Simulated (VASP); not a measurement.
Wanted: the native input for a VASP 6.6.1 run.

| Property | Result |
| --- | --- |
| Task | single point |
| Functional | PBE |
| Potentials or basis | VASP PAW PBE potentials, release 64 (Li_sv, Nb_sv, O) |
| Cutoff | 520 eV |
| k mesh | 1 × 1 × 1 |
| Occupations | fermi-dirac, width 0.01 eV |
| Spin | no spin polarisation |
| Dipole correction | no |
| Further INCAR settings | LREAL = Auto; ALGO = Normal; EDIFF = 1e-06; NBANDS = 318 |

The structure of LiNbO3 lies in POSCAR:

```
LiNbO3
1.0
    5.1899002704      2.9963903182      9.3444464955
   -5.1899002704      2.9963903182      9.3444464955
    0.0000000000     -5.9927806363      9.3444464955
Li Nb O
16 16 48
Direct
    0.3591791438      0.3591791438      0.3591791438
    0.1091791438      0.1091791438      0.1091791438
    0.3591791438      0.3591791438      0.8591791438
    0.1091791438      0.1091791438      0.6091791438
    0.3591791438      0.8591791438      0.3591791438
    0.1091791438      0.6091791438      0.1091791438
    0.3591791438      0.8591791438      0.8591791438
    0.1091791438      0.6091791438      0.6091791438
    0.8591791438      0.3591791438      0.3591791438
    0.6091791438      0.1091791438      0.1091791438
    0.8591791438      0.3591791438      0.8591791438
    0.6091791438      0.1091791438      0.6091791438
    0.8591791438      0.8591791438      0.3591791438
    0.6091791438      0.6091791438      0.1091791438
    0.8591791438      0.8591791438      0.8591791438
    0.6091791438      0.6091791438      0.6091791438
    0.4997410062      0.4997410062      0.4997410062
    0.2497410062      0.2497410062      0.2497410062
    0.4997410062      0.4997410062      0.9997410062
    0.2497410062      0.2497410062      0.7497410063
    0.4997410062      0.9997410062      0.4997410062
    0.2497410062      0.7497410063      0.2497410062
    0.4997410062      0.9997410062      0.9997410062
    0.2497410062      0.7497410063      0.7497410063
    0.9997410062      0.4997410062      0.4997410062
    0.7497410063      0.2497410062      0.2497410062
    0.9997410062      0.4997410062      0.9997410062
    0.7497410063      0.2497410062      0.7497410063
    0.9997410062      0.9997410062      0.4997410062
    0.7497410063      0.7497410063      0.2497410062
    0.9997410062      0.9997410062      0.9997410062
    0.7497410063      0.7497410063      0.7497410063
    0.1394529432      0.3209637481      0.4447556587
    0.3209637481      0.4447556587      0.1394529432
    0.4447556587      0.1394529432      0.3209637481
    0.1947556587      0.0709637481      0.3894529432
    0.3894529432      0.1947556587      0.0709637481
    0.0709637481      0.3894529432      0.1947556587
    0.1394529432      0.3209637481      0.9447556587
    0.3209637481      0.4447556587      0.6394529432
    0.4447556587      0.1394529432      0.8209637481
    0.1947556587      0.0709637481      0.8894529432
    0.3894529432      0.1947556587      0.5709637481
    0.0709637481      0.3894529432      0.6947556587
    0.1394529432      0.8209637481      0.4447556587
    0.3209637481      0.9447556587      0.1394529432
    0.4447556587      0.6394529432      0.3209637481
    0.1947556587      0.5709637481      0.3894529432
    0.3894529432      0.6947556587      0.0709637481
    0.0709637481      0.8894529432      0.1947556587
    0.1394529432      0.8209637481      0.9447556587
    0.3209637481      0.9447556587      0.6394529432
    0.4447556587      0.6394529432      0.8209637481
    0.1947556587      0.5709637481      0.8894529432
    0.3894529432      0.6947556587      0.5709637481
    0.0709637481      0.8894529432      0.6947556587
    0.6394529432      0.3209637481      0.4447556587
    0.8209637481      0.4447556587      0.1394529432
    0.9447556587      0.1394529432      0.3209637481
    0.6947556587      0.0709637481      0.3894529432
    0.8894529432      0.1947556587      0.0709637481
    0.5709637481      0.3894529432      0.1947556587
    0.6394529432      0.3209637481      0.9447556587
    0.8209637481      0.4447556587      0.6394529432
    0.9447556587      0.1394529432      0.8209637481
    0.6947556587      0.0709637481      0.8894529432
    0.8894529432      0.1947556587      0.5709637481
    0.5709637481      0.3894529432      0.6947556587
    0.6394529432      0.8209637481      0.4447556587
    0.8209637481      0.9447556587      0.1394529432
    0.9447556587      0.6394529432      0.3209637481
    0.6947556587      0.5709637481      0.3894529432
    0.8894529432      0.6947556587      0.0709637481
    0.5709637481      0.8894529432      0.1947556587
    0.6394529432      0.8209637481      0.9447556587
    0.8209637481      0.9447556587      0.6394529432
    0.9447556587      0.6394529432      0.8209637481
    0.6947556587      0.5709637481      0.8894529432
    0.8894529432      0.6947556587      0.5709637481
    0.5709637481      0.8894529432      0.6947556587
```

These files were run (other wordings do the same):

INCAR

```
SYSTEM = LiNbO3
  PREC = Accurate
  ENCUT = 520
  EDIFF = 1E-6
  ISMEAR = -1
  SIGMA = 0.01
  LREAL = Auto
  LASPH = .TRUE.
  NELM = 80
  ALGO = Normal
  ISIF = 2
  LWAVE = .FALSE.
  LCHARG = .FALSE.
  GGA = PE
  NBANDS = 318
```

KPOINTS

```
Automatic mesh
0
G
  1 1 1
  0 0 0
```

Potentials or basis: VASP PAW PBE potentials, release 64 (Li_sv, Nb_sv, O).

The run is started by

```sh
$ cat potpaw_PBE.64/Li_sv/POTCAR potpaw_PBE.64/Nb_sv/POTCAR potpaw_PBE.64/O/POTCAR > POTCAR
$ mpirun -np 1 vasp_gam > vasp.out
```

Results of the run:

```json
{
 "Largest force": "0.172 eV/Å",
 "Band gap on the k mesh": "3.57 eV"
}
```

Caveat: the k points lie up to 0.73 Å⁻¹ apart.

It took 11 min on 1 thread of Oxide Virtual Turin-like Processor, with other jobs on the host, peak memory 1.1 GiB.
